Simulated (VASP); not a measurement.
BAs, 2 atoms in the cell. The structure is cubic, space group F-43m (No. 216). Conventional cell: a = 4.777 Å, b = 4.777 Å, c = 4.777 Å, α = 90.00°, β = 90.00°, γ = 90.00°. B (site symmetry -43m) has 4 As at 2.07 Å within 2.7 Å. As (site symmetry -43m) has 4 B at 2.07 Å within 2.7 Å. 

- Program: VASP 6.6.1
- Task: single point
- Functional: PBE
- Potentials or basis: VASP PAW PBE potentials, release 64 (B, As)
- Cutoff: 520 eV
- k mesh: 8 × 8 × 8
- Occupations: fermi-dirac, width 0.05 eV
- Spin: no spin polarisation
- Dipole correction: no
- Further INCAR settings: ALGO = Normal; EDIFF = 1e-06; NBANDS = 11

Potentials or basis: VASP PAW PBE potentials, release 64 (B, As).

Command:

```sh
$ cat potpaw_PBE.64/B/POTCAR potpaw_PBE.64/As/POTCAR > POTCAR
$ mpirun -np 1 vasp_std > vasp.out
```

Hardware: 1 thread of AMD EPYC 7R43 64-Core Processor (Zen 3), on a shared host.

**Question.** How long does it take, and how much memory?

**Answer.** Wall time 15 s on 1 thread of AMD EPYC 7R43 64-Core Processor (Zen 3) (shared host), peak memory 0.12 GiB. Counts: scf iterations 12, k points 29.
